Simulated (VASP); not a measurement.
# Al2O3 (P-3m1) in VASP: notebook, part 2 of 2

VASP 6.6.1.

## (4) Single point, r2SCAN (strain +0.040 along x and y, -0.080 along z)

POSCAR

```
Al2O3
1.0
    3.1381818458      0.0000000000      0.0000000000
   -1.5690909229      2.7177452001      0.0000000000
    0.0000000000      0.0000000000      6.9686651220
Al O
2 3
Direct
    0.0000000000      0.0000000000      0.2779510000
    0.0000000000      0.0000000000      0.7220490000
    0.3333333333      0.6666666667      0.1994540000
    0.6666666667      0.3333333333      0.8005460000
    0.0000000000      0.0000000000      0.5000000000
```

INCAR.step1

```
SYSTEM = Al2O3
PREC     = Accurate       ! precision mode
ENCUT    = 520            ! plane-wave cutoff, eV
ISMEAR   = 0              ! smearing method
SIGMA    = 0.05           ! smearing width, eV
LREAL    = .False.        ! projectors in reciprocal space
LASPH    = .True.         ! aspherical terms in the spheres
NELM     = 100            ! most SCF steps
NBANDS   = 20             ! bands
GGA      = PE             ! functional
ALGO     = Normal         ! electronic algorithm
EDIFF    = 1E-4           ! SCF threshold, eV
LWAVE    = .True.         ! write WAVECAR
LCHARG   = .False.        ! write CHGCAR
```

INCAR.step2

```
SYSTEM = Al2O3
PREC     = Accurate       ! precision mode
ENCUT    = 520            ! plane-wave cutoff, eV
EDIFF    = 1E-6           ! SCF threshold, eV
ISMEAR   = 0              ! smearing method
SIGMA    = 0.05           ! smearing width, eV
LREAL    = .False.        ! projectors in reciprocal space
LASPH    = .True.         ! aspherical terms in the spheres
NELM     = 100            ! most SCF steps
ALGO     = Normal         ! electronic algorithm
ISIF     = 2              ! what is computed and relaxed
LWAVE    = .False.        ! write WAVECAR
LCHARG   = .False.        ! write CHGCAR
METAGGA  = R2SCAN         ! meta-GGA
LMIXTAU  = .True.       
NBANDS   = 20             ! bands
ISTART   = 1
```

KPOINTS

```
Automatic mesh
0
Gamma
  12 12 4
  0 0 0
```

Potentials or basis: VASP PAW PBE potentials, release 64 (Al, O).

The run is started by

```console
cat potpaw_PBE.64/Al/POTCAR potpaw_PBE.64/O/POTCAR > POTCAR
cp INCAR.step1 INCAR
mpirun -np 1 vasp_std > vasp.out
cp INCAR.step2 INCAR
mpirun -np 1 vasp_std > vasp.out
```

OUTCAR:

```text
SYSTEM = Al2O3
   PREC = Accurate
   ENCUT = 520
   EDIFF = 1E-6
   ISMEAR = 0
   LREAL = .False.
   LASPH = .True.
   NELM = 100
   ISIF = 2
   METAGGA = R2SCAN
   ISTART = 1

 ion  position               nearest neighbor table
   1  0.000  0.000  0.278-   5 1.55   3 1.89   3 1.89   3 1.89   2 3.09
   2  0.000  0.000  0.722-   5 1.55   4 1.89   4 1.89   4 1.89   1 3.09
   3  0.333  0.667  0.199-   1 1.89   1 1.89   1 1.89
[... 757 lines left out ...]
  Direction    XX          YY          ZZ          XY          YZ          ZX
  --------------------------------------------------------------------------------------
  -------------------------------------------------------------------------------------
  Total       -7.2280836     -7.2280836     17.9578575      0.0000000      0.0000000     -0.0000000
  in kB     -194.8486101   -194.8486101    484.0928471      0.0000000      0.0000000     -0.0000000
  external PRESSURE =      31.4652090 kB  Pullay stress =       0.0000000 kB

 VOLUME and BASIS-vectors are now :
 -----------------------------------------------------------------------------
  energy-cutoff  :      520.00
  volume of cell :       59.43
      direct lattice vectors                 reciprocal lattice vectors
     3.138181846  0.000000000  0.000000000     0.318655849  0.183976040  0.000000000
    -1.569090923  2.717745200  0.000000000     0.000000000  0.367952080  0.000000000
     0.000000000  0.000000000  6.968665122     0.000000000  0.000000000  0.143499506

 POSITION                                       TOTAL-FORCE (eV/Angst)
 -----------------------------------------------------------------------------------
      0.00000      0.00000      1.93695         0.000000     -0.000000     -5.943012
      0.00000      0.00000      5.03172        -0.000000      0.000000      5.943012
     -0.00000      1.81183      1.38993         0.000000     -0.000000      0.252083
      1.56909      0.90592      5.57874         0.000000      0.000000     -0.252083
      0.00000      0.00000      3.48433         0.000000      0.000000     -0.000000
 -----------------------------------------------------------------------------------
    total drift:                                0.000000      0.000000      0.000000

  FREE ENERGIE OF THE ION-ELECTRON SYSTEM (eV)
  ---------------------------------------------------
  free  energy   TOTEN  =       -45.6390057798 eV

  energy  without entropy=      -45.6390057798  energy(sigma->0) =      -45.63900578
```

OSZICAR.step1:

```text
N       E                     dE             d eps       ncg     rms          rms(c)
DAV:   1     0.103166716585E+03    0.10317E+03   -0.12488E+04  2776   0.109E+03
DAV:   2    -0.345088780666E+02   -0.13768E+03   -0.13195E+03  3372   0.239E+02
DAV:   3    -0.414262874427E+02   -0.69174E+01   -0.68965E+01  3584   0.565E+01
DAV:   4    -0.414747153191E+02   -0.48428E-01   -0.48417E-01  3456   0.526E+00
DAV:   5    -0.414752696673E+02   -0.55435E-03   -0.55434E-03  3504   0.548E-01    0.147E+01
DAV:   6    -0.353454261427E+02    0.61298E+01   -0.19773E+01  3172   0.309E+01    0.595E+00
DAV:   7    -0.352562493784E+02    0.89177E-01   -0.71530E-01  3344   0.636E+00    0.278E+00
DAV:   8    -0.352143716102E+02    0.41878E-01   -0.84902E-02  3656   0.249E+00    0.120E+00
DAV:   9    -0.352104474479E+02    0.39242E-02   -0.33100E-02  3764   0.179E+00    0.227E-01
DAV:  10    -0.352120350885E+02   -0.15876E-02   -0.85314E-03  3368   0.765E-01    0.190E-01
DAV:  11    -0.352120643800E+02   -0.29292E-04   -0.56101E-04  3196   0.198E-01
   1 F= -.35212064E+02 E0= -.35212064E+02  d E =-.138298E-15
```

Run time: 3.7 min. Hardware: 1 thread of Intel Xeon 6975P-C, shared host; peak memory 0.21 GiB.

Results:

```yaml
Free_energy: -45.6390 eV
Pressure: 3.1 GPa
Largest_force: 5.943 eV/Å
Band_gap_on_the_k_mesh: 4.17 eV
```

Forces on the atoms (eV/Å):
```
Al   0.000  0.000 -5.943
Al   0.000  0.000  5.943
O    0.000  0.000  0.252
O    0.000  0.000 -0.252
O    0.000  0.000  0.000
```

Caveat: the cell differs from its parent crystal (strain +0.040 along x and y, -0.080 along z); the stress differs along the axes, from -19 to 48 GPa; the PAW data sets were made with another functional, which shifts forces and pressure a little.

## (5) Single point, r2SCAN (strain +0.000 along x and y, +0.040 along z)

Changes to POSCAR since step 4:

```diff
@@ -2,5 +2,5 @@
 1.0
-    3.1381818458      0.0000000000      0.0000000000
-   -1.5690909229      2.7177452001      0.0000000000
-    0.0000000000      0.0000000000      6.9686651220
+    3.0174825440      0.0000000000      0.0000000000
+   -1.5087412720      2.6132165386      0.0000000000
+    0.0000000000      0.0000000000      7.8776214423
 Al O
```

INCAR.step1

```
PREC = Accurate ; ENCUT = 520
ISMEAR = 0 ; SIGMA = 0.05
LREAL = False ; LASPH = True
NELM = 80 ; NBANDS = 20
GGA = PE ; ALGO = Normal
EDIFF = 1E-4 ; LWAVE = True
LCHARG = False
```

INCAR.step2

```
PREC = Accurate ; ENCUT = 520
EDIFF = 1E-7 ; ISMEAR = 0
SIGMA = 0.05 ; LREAL = False
LASPH = True ; NELM = 80
ALGO = Normal ; ISIF = 2
LWAVE = False ; LCHARG = True
METAGGA = R2SCAN ; LMIXTAU = True
LELF = True ; LVHAR = True
NBANDS = 20 ; ISTART = 1
```

KPOINTS

```
Automatic mesh
0
Gamma
  12 12 4
```

Potentials or basis: VASP PAW PBE potentials, release 64 (Al, O).

The run is started by

```console
cat potpaw_PBE.64/Al/POTCAR potpaw_PBE.64/O/POTCAR > POTCAR
cp INCAR.step1 INCAR
mpirun -np 1 vasp_std > vasp.out
cp INCAR.step2 INCAR
mpirun -np 1 vasp_std > vasp.out
```

OUTCAR:

```text
PREC = Accurate
   ENCUT = 520
   EDIFF = 1E-7
   ISMEAR = 0
   LREAL = False
   LASPH = True
   NELM = 80
   ISIF = 2
   METAGGA = R2SCAN
   ISTART = 1

 ion  position               nearest neighbor table
   1  0.000  0.000  0.278-   5 1.75   3 1.85   3 1.85   3 1.85
   2  0.000  0.000  0.722-   5 1.75   4 1.85   4 1.85   4 1.85
   3  0.333  0.667  0.199-   1 1.85   1 1.85   1 1.85
   4  0.667  0.333  0.801-   2 1.85   2 1.85   2 1.85
   5  0.000  0.000  0.500-   1 1.75   2 1.75

  LATTYP: Found a hexagonal cell.
 ALAT       =     3.0174825440
 C/A-ratio  =     2.6106601538

  Lattice vectors:

 A1 = (   3.0174825440,   0.0000000000,   0.0000000000)
 A2 = (  -1.5087412720,   2.6132165386,   0.0000000000)
 A3 = (   0.0000000000,   0.0000000000,   7.8776214423)

Analysis of symmetry for initial positions (statically):
=====================================================================
 Subroutine PRICEL returns:
 Original cell was already a primitive cell.

 Routine SETGRP: Setting up the symmetry group for a
 hexagonal supercell.
[... 173 lines left out ...]

 E-fermi :   3.8496     XC(G=0):  -9.9646

 val. band max:        3.6429977411   @ k =   0.0000   0.0000   0.0000
 cond. band min:       5.8765596199   @ k =   0.0000   0.0000   0.0000
 fundamental gap:      2.2335618789
 Fermi energy:         3.8496266390

 k-point     1 :       0.0000    0.0000    0.0000
  band No.  band energies     occupation
      1     -17.5385      2.00000
      2     -17.4179      2.00000
      3     -14.2355      2.00000
      4      -2.6360      2.00000
      5      -1.5243      2.00000
      6      -0.7467      2.00000
[... 541 lines left out ...]
     19      16.2664      0.00000
     20      16.6650      0.00000

 [... further k-points ...]

------------------------ aborting loop because EDIFF is reached ----------------------------------------

  FORCE on cell =-STRESS in cart. coord.  units (eV):
  Direction    XX          YY          ZZ          XY          YZ          ZX
  --------------------------------------------------------------------------------------
  -------------------------------------------------------------------------------------
  Total       -2.2565399     -2.2565399     -9.3345541      0.0000000      0.0000000      0.0000000
  in kB      -58.2020557    -58.2020557   -240.7625242      0.0000000      0.0000000      0.0000000
  external PRESSURE =    -119.0555452 kB  Pullay stress =       0.0000000 kB

 VOLUME and BASIS-vectors are now :
 -----------------------------------------------------------------------------
  energy-cutoff  :      520.00
  volume of cell :       62.12
      direct lattice vectors                 reciprocal lattice vectors
     3.017482544  0.000000000  0.000000000     0.331402083  0.191335082  0.000000000
    -1.508741272  2.613216539  0.000000000     0.000000000  0.382670163  0.000000000
     0.000000000  0.000000000  7.877621442     0.000000000  0.000000000  0.126941870

 POSITION                                       TOTAL-FORCE (eV/Angst)
 -----------------------------------------------------------------------------------
      0.00000      0.00000      2.18959         0.000000      0.000000      1.607606
      0.00000      0.00000      5.68803        -0.000000     -0.000000     -1.607606
     -0.00000      1.74214      1.57122         0.000000     -0.000000      0.757464
      1.50874      0.87107      6.30640         0.000000      0.000000     -0.757464
      0.00000      0.00000      3.93881         0.000000      0.000000      0.000000
 -----------------------------------------------------------------------------------
    total drift:                                0.000000      0.000000     -0.000000

  FREE ENERGIE OF THE ION-ELECTRON SYSTEM (eV)
  ---------------------------------------------------
  free  energy   TOTEN  =       -46.3867473769 eV

  energy  without entropy=      -46.3867473769  energy(sigma->0) =      -46.38674738
```

OUTCAR.step1:

```text
PREC = Accurate
   ENCUT = 520
   ISMEAR = 0
   LREAL = False
   LASPH = True
[... 785 lines left out ...]
      0.00000      0.00000      5.68803         0.000000      0.000000     -1.559343
     -0.00000      1.74214      1.57122         0.000000      0.000000      0.403808
      1.50874      0.87107      6.30640        -0.000000     -0.000000     -0.403808
      0.00000      0.00000      3.93881         0.000000      0.000000      0.000000
 -----------------------------------------------------------------------------------
    total drift:                                0.000000      0.000000     -0.000000

  FREE ENERGIE OF THE ION-ELECTRON SYSTEM (eV)
  ---------------------------------------------------
  free  energy   TOTEN  =       -36.0506212826 eV

  energy  without entropy=      -36.0506212826  energy(sigma->0) =      -36.05062128
```

OSZICAR.step1:

```text
N       E                     dE             d eps       ncg     rms          rms(c)
DAV:   1     0.106739349477E+03    0.10674E+03   -0.12545E+04  2768   0.109E+03
DAV:   2    -0.338982056404E+02   -0.14064E+03   -0.13604E+03  3420   0.239E+02
DAV:   3    -0.413819551290E+02   -0.74837E+01   -0.74567E+01  3516   0.580E+01
DAV:   4    -0.414420142806E+02   -0.60059E-01   -0.60042E-01  3540   0.580E+00
DAV:   5    -0.414427335310E+02   -0.71925E-03   -0.71923E-03  3344   0.607E-01    0.135E+01
DAV:   6    -0.361849937900E+02    0.52577E+01   -0.18907E+01  3072   0.285E+01    0.503E+00
DAV:   7    -0.361112758967E+02    0.73718E-01   -0.42618E-01  3304   0.478E+00    0.269E+00
DAV:   8    -0.360539792471E+02    0.57297E-01   -0.10113E-01  3616   0.292E+00    0.782E-01
DAV:   9    -0.360491015447E+02    0.48777E-02   -0.42304E-02  3796   0.169E+00    0.251E-01
DAV:  10    -0.360502600517E+02   -0.11585E-02   -0.42824E-03  3144   0.453E-01    0.145E-01
DAV:  11    -0.360506364692E+02   -0.37642E-03   -0.14550E-03  3132   0.248E-01    0.407E-02
DAV:  12    -0.360506212826E+02    0.15187E-04   -0.13991E-04  2888   0.891E-02
   1 F= -.36050621E+02 E0= -.36050621E+02  d E =-.526813E-12
```

It took 3.7 min on 1 thread of Intel Xeon 6975P-C, shared host; peak memory 0.23 GiB.

What came out:

| Item | Value |
| --- | --- |
| Free energy | -46.3867 eV |
| Pressure | -11.9 GPa |
| Largest force | 1.608 eV/Å |
| Band gap on the k mesh | 2.23 eV |

Forces on the atoms (eV/Å):
```
Al   0.000  0.000  1.608
Al   0.000  0.000 -1.608
O    0.000  0.000  0.757
O    0.000  0.000 -0.757
O    0.000  0.000  0.000
```

Stress tensor (GPa, compression positive):
```
 -5.82   0.00   0.00
  0.00  -5.82   0.00
  0.00   0.00 -24.08
```

Levels at points of the mesh, in eV from the valence-band top:
| k point | band 9 | band 10 | band 11 | band 12 | band 13 | band 14 | band 15 | band 16 |
| --- | --- | --- | --- | --- | --- | --- | --- | --- |
| (0.00, 0.00, 0.00) | -4.38 | -2.95 | 0.00 | 0.00 | 2.23 | 4.28 | 7.29 | 10.49 |
| (0.50, 0.00, 0.00) | -3.84 | -3.80 | -2.14 | -0.52 | 4.66 | 6.21 | 8.32 | 8.91 |
| (0.00, 0.00, 0.50) | -4.38 | -3.54 | 0.00 | 0.00 | 3.20 | 3.24 | 8.22 | 8.61 |
| (0.50, 0.00, 0.50) | -4.03 | -3.71 | -2.11 | -0.51 | 5.05 | 5.69 | 8.04 | 8.87 |

Caveat: the cell differs from its parent crystal (strain +0.000 along x and y, +0.040 along z); the stress differs along the axes, from -24 to -6 GPa; the PAW data sets were made with another functional, which shifts forces and pressure a little. A k mesh can miss the band edges.

## (6) Single point, r2SCAN (strain +0.040 along x and y, -0.040 along z)

Changes to POSCAR since step 5:

```diff
@@ -2,5 +2,5 @@
 1.0
-    3.0174825440      0.0000000000      0.0000000000
-   -1.5087412720      2.6132165386      0.0000000000
-    0.0000000000      0.0000000000      7.8776214423
+    3.1381818458      0.0000000000      0.0000000000
+   -1.5690909229      2.7177452001      0.0000000000
+    0.0000000000      0.0000000000      7.2716505621
 Al O
```

INCAR.step1

```
SYSTEM = Al2O3
PREC = Accurate
ENCUT = 520
ISMEAR = 0
SIGMA = 0.05
LREAL = .FALSE.
LASPH = .TRUE.
NELM = 60
NBANDS = 20
GGA = PE
ALGO = Normal
EDIFF = 1E-4
LWAVE = .TRUE.
LCHARG = .FALSE.
```

INCAR.step2

```
SYSTEM = Al2O3
PREC = Accurate
ENCUT = 520
EDIFF = 1E-7
ISMEAR = 0
SIGMA = 0.05
LREAL = .FALSE.
LASPH = .TRUE.
NELM = 60
ALGO = Normal
ISIF = 2
LWAVE = .FALSE.
LCHARG = .FALSE.
METAGGA = R2SCAN
LMIXTAU = .TRUE.
NBANDS = 20
ISTART = 1
```

KPOINTS

```
Automatic mesh
0
G
  12 12 4
  0 0 0
```

Potentials or basis: VASP PAW PBE potentials, release 64 (Al, O).

The run is started by

```console
cat potpaw_PBE.64/Al/POTCAR potpaw_PBE.64/O/POTCAR > POTCAR
cp INCAR.step1 INCAR
mpirun -np 1 vasp_std > vasp.out
cp INCAR.step2 INCAR
mpirun -np 1 vasp_std > vasp.out
```

Run time: 3.8 min. Hardware: 1 thread of Intel Xeon 6975P-C, shared host; peak memory 0.22 GiB.

Results (log left out):

- Free energy: -46.1529 eV
- Pressure: -7.4 GPa
- Largest force: 2.713 eV/Å
- Band gap on the k mesh: 3.48 eV

Forces on the atoms (eV/Å):
```
Al   0.000  0.000 -2.713
Al   0.000  0.000  2.713
O    0.000  0.000  0.576
O    0.000  0.000 -0.576
O    0.000  0.000  0.000
```

Stress tensor (GPa, compression positive):
```
-19.46   0.00   0.00
  0.00 -19.46   0.00
  0.00   0.00  16.64
```

Levels at points of the mesh, in eV from the valence-band top:
```
           k point  band 10  band 11  band 12  band 13  band 14  band 15
(0.00, 0.00, 0.00)    -1.21     0.00     0.00     3.48     5.54     8.81
(0.50, 0.00, 0.00)    -1.79    -0.81    -0.35     6.12     7.79     9.31
(0.00, 0.00, 0.50)    -2.15     0.00     0.00     4.32     4.70     9.54
(0.50, 0.00, 0.50)    -2.06    -0.69    -0.34     6.74     6.93     9.67
```

Caveat: the cell differs from its parent crystal (strain +0.040 along x and y, -0.040 along z); the stress differs along the axes, from -19 to 17 GPa; the PAW data sets were made with another functional, which shifts forces and pressure a little.

## (7) The runs side by side

```tsv
cell	gap on the mesh (eV)	pressure (GPa)	largest force (eV/Å)
a = 3.017, b = 3.017, c = 7.272 Å, angles 90.0, 90.0, 120.0°, 5 atoms	3.69	3.3	2.16
a = 2.897, b = 2.897, c = 8.181 Å, angles 90.0, 90.0, 120.0°, 5 atoms	1.57	-4.6	3.35
a = 3.138, b = 3.138, c = 6.969 Å, angles 90.0, 90.0, 120.0°, 5 atoms	4.17	3.1	5.94
a = 3.017, b = 3.017, c = 7.878 Å, angles 90.0, 90.0, 120.0°, 5 atoms	2.23	-11.9	1.61
a = 3.138, b = 3.138, c = 7.272 Å, angles 90.0, 90.0, 120.0°, 5 atoms	3.48	-7.4	2.71
```

Alike in all rows: task single point; level r2SCAN; potentials or basis VASP PAW PBE potentials, release 64 (Al, O); no spin polarisation; k mesh 12 × 12 × 4; cutoff (eV) 520; smearing gaussian 0.05 eV.

Caveats: the PAW data sets were made with another functional, which shifts forces and pressure a little; the stress differs along the axes, from -5 to 20 GPa (at least some runs); the stress differs along the axes, from -39 to 12 GPa (at least some runs); the stress differs along the axes, from -19 to 48 GPa (at least some runs); the stress differs along the axes, from -24 to -6 GPa (at least some runs); the stress differs along the axes, from -19 to 17 GPa (at least some runs).

Total energies depend on the potentials used, so only differences within one code and one set of settings carry meaning.
